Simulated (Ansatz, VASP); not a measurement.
Sb: VASP beside Ansatz

INCAR

```
ALGO = Normal
EDIFF = 1E-6
ENCUT = 520
GGA = PE
ISIF = 2
ISMEAR = 0
LASPH = True
LCHARG = False
LREAL = False
LWAVE = False
NBANDS = 12
NELM = 60
PREC = Accurate
SIGMA = 0.6
```

KPOINTS

```
k-points
0
Gamma
  9 9 9
```

The input POSCAR:

```
Sb
1.0
    2.1879029667      1.2631863668      3.8431731385
   -2.1879029667      1.2631863668      3.8431731385
    0.0000000000     -2.5263727336      3.8431731385
Sb
2
Direct
    0.2326795448      0.2326795448      0.2326795448
    0.7673204552      0.7673204552      0.7673204552
```

Input for Ansatz:

```yaml
crystal:
  lattice:
    - [2.1879029667, 1.2631863668, 3.8431731385]
    - [-2.1879029667, 1.2631863668, 3.8431731385]
    - [0.0, -2.5263727336, 3.8431731385]
  atoms:
    - { symbol: Sb, position: [0.2326795448, 0.2326795448, 0.2326795448] }
    - { symbol: Sb, position: [0.7673204552, 0.7673204552, 0.7673204552] }
hamiltonian:
  xc: pbe
  pseudopotentials:
    kind: paw
    azcp:
      Sb: "pseudopotentials/Sb.paw.azcp"
basis:
  ecutwfc: 420
  fft_grid_basis: typed
kpoints:
  mp_grid: { grid: [9, 9, 9], shift: [0, 0, 0] }
magnetization:
  spin_polarized: false
scf:
  occupations: { method: gaussian, width: 0.6 }
  lower_state_search: "off"
output:
  stress: true
  write_density: true
  write_potential: true
  elf: true
  volumetric_format: npy
```

Alike in both runs: task single point; functional PBE; k mesh 9 × 9 × 9; occupations gaussian, width 0.6 eV; no spin polarisation.

```csv
,VASP,Ansatz
version,VASP 6.6.1,Ansatz 0.2.0
potentials or method,"VASP PAW PBE potentials, release 64 (Sb), cutoff 520 eV","plane waves (420 eV) with PAW, scalar-relativistic"
valence electrons in the cell,10,30
```

|  | VASP | Ansatz | Ansatz less VASP |
| --- | --- | --- | --- |
| pressure (GPa) | 0.1 | 0.0 | -0.05 |
| traceless stress, the component that is largest in VASP (GPa) | 0.09 | 0.12 | +0.027 |

The functional is the same, so the differences come from potentials, cutoffs and numerics. VASP's potentials hold 10 valence electrons a cell and Ansatz's 30, so a difference there can come from the potentials and not from the codes.

Spin-orbit coupling is off throughout.
